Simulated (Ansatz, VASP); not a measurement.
# One calculation of CaO, two programs

Contents of INCAR:

```
SYSTEM = CaO
PREC = Accurate
ENCUT = 520
EDIFF = 1E-6
ISMEAR = 0
SIGMA = 0.05
LREAL = .FALSE.
LASPH = .TRUE.
NELM = 100
ALGO = Normal
ISIF = 2
LWAVE = .FALSE.
LCHARG = .FALSE.
GGA = PE
NBANDS = 24
```

File KPOINTS:

```
regular mesh
0
G
  9 9 6
  0 0 0
```

File POSCAR:

```
CaO
1.0
    3.6576690039      0.0000000000      0.0000000000
   -1.8288345020      3.6760649815      0.0000000000
    0.0000000000      0.0000000000      4.9361256247
Ca O
2 2
Direct
    0.3333333333      0.6666666667      0.7500000000
    0.6666666667      0.3333333333      0.2500000000
    0.3333333333      0.6666666667      0.2500000000
    0.6666666667      0.3333333333      0.7500000000
```

Input for Ansatz:

```yaml
crystal:
  lattice:
    - [3.6576690039, 0.0, 0.0]
    - [-1.828834502, 3.6760649815, 0.0]
    - [0.0, 0.0, 4.9361256247]
  atoms:
    - { symbol: Ca, position: [0.3333333333, 0.6666666667, 0.75] }
    - { symbol: Ca, position: [0.6666666667, 0.3333333333, 0.25] }
    - { symbol: O, position: [0.3333333333, 0.6666666667, 0.25] }
    - { symbol: O, position: [0.6666666667, 0.3333333333, 0.75] }
basis:
  ecutwfc: 520.0
kpoints:
  mp_grid: { grid: [9, 9, 6] }
hamiltonian:
  xc: pbe
scf:
  occupations: { method: gaussian, width: 0.05 }
output:
  forces: true
  stress: true
  eigenvalues: true
```

Change from the starting cell: strain +e along x and -e along y -0.0733, strain +e along z and -e/2 along x and y +0.0267.

Alike in both runs: task single point; functional PBE; k mesh 9 × 9 × 6; occupations gaussian, width 0.05 eV; no spin polarisation.

|  | VASP | Ansatz |
| --- | --- | --- |
| version | VASP 6.6.1 | Ansatz 0.2.0 |
| potentials or method | VASP PAW PBE potentials, release 64 (Ca_sv, O), cutoff 520 eV | scalar-relativistic, plane waves, PAW |
| valence electrons in the cell | 32 | 32 |

```csv
,VASP,Ansatz,Ansatz less VASP
gap on the k mesh at the Fermi level (eV),3.28,3.29,+0.011
least direct gap on the mesh (eV),3.28,3.29,+0.011
pressure (GPa),1.8,1.3,-0.51
"traceless stress, the component that is largest in VASP (GPa)",8.10,7.91,-0.195
rms of the force components (eV/Å),0.446,0.422,-0.0244
```

Atom by atom the forces differ by 0.024 eV/Å (rms over components). With one functional, cell and mesh, what is left measures potentials, basis and numerics.
